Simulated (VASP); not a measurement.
Here is a VASP 6.6.1 calculation.

File INCAR:

```
SYSTEM = PtSe2
PREC = Accurate
ENCUT = 600
EDIFF = 1E-6
ISMEAR = 0
SIGMA = 0.02
LREAL = .FALSE.
LASPH = .TRUE.
NELM = 100
ALGO = Normal
ISIF = 3
LWAVE = .FALSE.
LCHARG = .FALSE.
GGA = PS
IBRION = 2
NSW = 100
EDIFFG = -0.002
```

Contents of KPOINTS:

```
Automatic mesh
0
G
  9 9 6
  0 0 0
```

Contents of POSCAR:

```
PtSe2
1.0
    3.7082278700      0.0000000000      0.0000000000
   -1.8541139300      3.2114195400      0.0000000000
    0.0000000000      0.0000000000      5.8486069200
Pt Se
1 2
Direct
    0.0000000000      0.0000000000      0.0000000000
    0.6666666700      0.3333333300      0.7796640600
    0.3333333300      0.6666666700      0.2203359400
```

Potentials or basis: VASP PAW PBE potentials, release 64 (Pt, Se).

Launch:

```console
$ cat potpaw_PBE.64/Pt/POTCAR potpaw_PBE.64/Se/POTCAR > POTCAR
$ mpirun -np 1 vasp_std > vasp.out
```

Problem. Estimate the space group after relaxing (to 0.05 Å).

Solution. P-3m1 (No. 164).

Problem. Predict the relaxed volume.

Solution. 19.88 Å³/atom.

Problem. Estimate the relaxed cell.

Solution. a = 3.758 Å, b = 3.758 Å, c = 4.875 Å, α = 90.00°, β = 90.00°, γ = 120.00°.

Step by step:
| step | energy change (eV) | largest force (eV/Å) | pressure (GPa) | volume (Å³) |
| --- | --- | --- | --- | --- |
| 1 | 0.0000 | 0.1108 | 0.20 | 69.65 |
| 3 | -0.0008 | 0.0335 | -0.42 | 69.85 |
| 5 | -0.0054 | 0.0524 | -0.40 | 69.06 |
| 7 | -0.0276 | 0.1732 | 0.13 | 65.45 |
| 9 | 0.4176 | 0.0489 | 15.82 | 50.45 |
| 11 | 0.0605 | 0.9237 | 8.59 | 55.30 |
| 13 | 0.0137 | 0.9889 | 6.55 | 57.71 |
| 15 | 0.0099 | 0.9901 | 6.27 | 58.08 |
| 17 | 0.0093 | 0.9790 | 6.28 | 57.99 |
| 19 | 0.0076 | 0.9341 | 6.25 | 57.63 |
| 21 | 0.0075 | 0.8951 | 6.31 | 57.33 |
| 23 | 0.0032 | 0.8704 | 6.01 | 57.43 |
| 25 | -0.0142 | 0.7589 | 4.82 | 57.89 |
| 27 | -0.0511 | 0.3400 | 0.38 | 59.76 |
| 29 | -0.0541 | 0.2355 | -0.55 | 60.19 |
| 31 | -0.0649 | 0.1475 | -0.33 | 60.04 |
| 33 | -0.0715 | 0.0108 | 0.00 | 59.80 |
| 35 | -0.0715 | 0.0141 | -0.04 | 59.80 |
| 37 | -0.0716 | 0.0022 | -0.11 | 59.75 |
| 39 | -0.0716 | 0.0026 | -0.01 | 59.68 |
| 41 | -0.0716 | 0.0050 | 0.02 | 59.65 |
| 43 | -0.0716 | 0.0043 | 0.02 | 59.65 |
| 45 | -0.0716 | 0.0023 | 0.00 | 59.63 |
| 46 | -0.0716 | 0.0007 | 0.00 | 59.63 |

Caveat: the PAW data sets were made with another functional, which shifts forces and pressure a little; this functional lacks dispersion, which binds the layers, so the pressure and a relaxed spacing across them are unreliable.
